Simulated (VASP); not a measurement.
Wanted: the native input for a VASP 6.6.1 run.

```yaml
Task: single point
Functional: PBE
Dispersion: D3(BJ)
Potentials_or_basis: VASP PAW PBE potentials, release 64 (Si, O)
Cutoff: 520 eV
k_mesh: 7 × 7 × 1
Occupations: gaussian, width 0.05 eV
Spin: collinear spin, ferromagnetic start
Starting_moments: "[0.0, 0.0, 0.0, 0.0, 2.0] μB"
Dipole_correction: yes
Further_INCAR_settings: ALGO = Normal; EDIFF = 1e-06; NBANDS = 23
```

The structure of Si4O lies in POSCAR:

```
Si4O
1.0
    3.8333442603      0.0000000000      0.0000000000
    0.0000000000      3.8333442603      0.0000000000
    0.0000000000      0.0000000000     21.1034818054
Si O
4 1
Direct
    0.0000000000      0.5000000000      0.1895421825
    0.0000000000      0.0000000000      0.2537634268
    0.5000000000      0.0000000000      0.3207061911
    0.5000000000      0.5000000000      0.3839879068
    0.5000000000      0.7500000000      0.4882361072
```

One way to write it, as run:

INCAR

```
SYSTEM = Si4O
  PREC = Accurate
  ENCUT = 520
  EDIFF = 1E-6
  ISMEAR = 0
  SIGMA = 0.05
  LREAL = .FALSE.
  LASPH = .TRUE.
  NELM = 150
  ALGO = Normal
  ISIF = 2
  LWAVE = .FALSE.
  LCHARG = .FALSE.
  ISPIN = 2
  MAGMOM = 0 0 0 0 2
  LORBIT = 11
  LDIPOL = .TRUE.
  IDIPOL = 3
  DIPOL = 0.5 0.5 0.327
  GGA = PE
  IVDW = 12
  NBANDS = 23
```

KPOINTS

```
Automatic mesh
0
G
  7 7 1
  0 0 0
```

Potentials or basis: VASP PAW PBE potentials, release 64 (Si, O).

The run is started by

```console
$ cat potpaw_PBE.64/Si/POTCAR potpaw_PBE.64/O/POTCAR > POTCAR
$ mpirun -np 1 vasp_std > vasp.out
```

It gave:

The largest force is 3.200 eV/Å. The net moment is 1.14 μB per cell, the site moments are Si +0.00, -0.00, -0.03 (each value once); O +0.94 μB and the valence electrons inside the program's atomic spheres are Si 1.59, 1.67, 1.66, 1.52; O 4.62. The dispersion energy per atom is -0.199 eV.

Wall time 5.8 min on 1 thread of Intel(R) Xeon(R) Platinum 8488C (Sapphire Rapids) (shared host), peak memory 0.58 GiB.
